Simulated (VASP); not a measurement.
HfO2, 6 atoms in the cell. It takes space group P4_2/mnm (No. 136, tetragonal). Conventional cell: a = 4.781 Å, b = 4.781 Å, c = 3.184 Å, α = 90.00°, β = 90.00°, γ = 90.00°. Within 2.7 Å of Hf (site symmetry mmm) lie 6 O at 2.06 to 2.07 Å. O (site symmetry m2m) has 3 Hf at 2.06 to 2.07 Å and 1 O at 2.64 Å within 2.7 Å. 

* Program: VASP 6.6.1
* Task: single point
* Functional: PBEsol
* Potentials or basis: VASP PAW PBE potentials, release 64 (Hf_pv, O)
* Cutoff: 520 eV
* k mesh: 4 × 4 × 6
* Occupations: gaussian, width 0.01 eV
* Spin: no spin polarisation
* Dipole correction: no
* Further INCAR settings: ALGO = Normal; EDIFF = 1e-06; NBANDS = 31

Potentials or basis: VASP PAW PBE potentials, release 64 (Hf_pv, O).

Run with:

```bash
$ cat potpaw_PBE.64/Hf_pv/POTCAR potpaw_PBE.64/O/POTCAR > POTCAR
$ mpirun -np 1 vasp_std > vasp.out
```

Hardware: 1 thread of Intel(R) Xeon(R) Platinum 8488C (Sapphire Rapids), with other jobs on the host.

Q: Estimate the wall time of this run.

A: Run time: 26 s on 1 thread of Intel(R) Xeon(R) Platinum 8488C (Sapphire Rapids) (shared host), peak memory 0.2 GiB. Counts: scf iterations 14, k points 24.
